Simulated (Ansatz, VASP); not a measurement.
CsSnI3 in VASP and in Ansatz

File INCAR:

```
PREC = Accurate ; ENCUT = 520
EDIFF = 1E-6 ; ISMEAR = -1
SIGMA = 0.03 ; LREAL = False
LASPH = True ; NELM = 60
ALGO = Normal ; ISIF = 2
LWAVE = False ; LCHARG = False
GGA = PS ; NBANDS = 30
```

File KPOINTS:

```
Automatic mesh
0
Gamma
  3 3 3
```

POSCAR

```
CsSnI3
1.0
    6.2057000000      0.0000000000      0.0000000000
    0.0000000000      6.2057000000      0.0000000000
    0.0000000000      0.0000000000      6.2057000000
Cs I Sn
1 3 1
Direct
    0.0000000000      0.0000000000      0.0000000000
    0.5000000000      0.5000000000      0.0000000000
    0.5000000000      0.0000000000      0.5000000000
    0.0000000000      0.5000000000      0.5000000000
    0.5000000000      0.5000000000      0.5000000000
```

input.yaml

```yaml
crystal:
  lattice:
    - [6.2057, 0.0, 0.0]
    - [0.0, 6.2057, 0.0]
    - [0.0, 0.0, 6.2057]
  atoms:
    - { symbol: Cs, position: [0.0, 0.0, 0.0] }
    - { symbol: I, position: [0.5, 0.5, 0.0] }
    - { symbol: I, position: [0.5, 0.0, 0.5] }
    - { symbol: I, position: [0.0, 0.5, 0.5] }
    - { symbol: Sn, position: [0.5, 0.5, 0.5] }
kpoints:
  mp_grid: { grid: [3, 3, 3] }
scf:
  occupations: { method: fermi_dirac, width: 0.03 }
hamiltonian:
  xc: pbesol
  pseudopotentials: { kind: all_electron, lapw: { basis_error: 0.002 } }
output:
  forces: true
  stress: true
  eigenvalues: true
```

Alike in both runs: task single point; functional PBEsol; k mesh 3 × 3 × 3; occupations fermi-dirac, width 0.03 eV; no spin polarisation.

```csv
,VASP,Ansatz
version,VASP 6.6.1,Ansatz 0.2.0
potentials or method,"VASP PAW PBE potentials, release 64 (Cs_sv, I, Sn_d), cutoff 520 eV","all-electron LAPW, scalar-relativistic"
```

|  | VASP | Ansatz | Ansatz less VASP |
| --- | --- | --- | --- |
| gap on the k mesh at the Fermi level (eV) | 3.07 | 3.07 | +0.002 |
| least direct gap on the mesh (eV) | 3.07 | 3.07 | +0.002 |
| pressure (GPa) | -0.9 | -0.9 | +0.01 |

VASP's potentials were made for PBE, not for PBEsol. Ansatz ran all-electron here, and VASP with PAW potentials.

Neither program's run includes spin-orbit coupling.
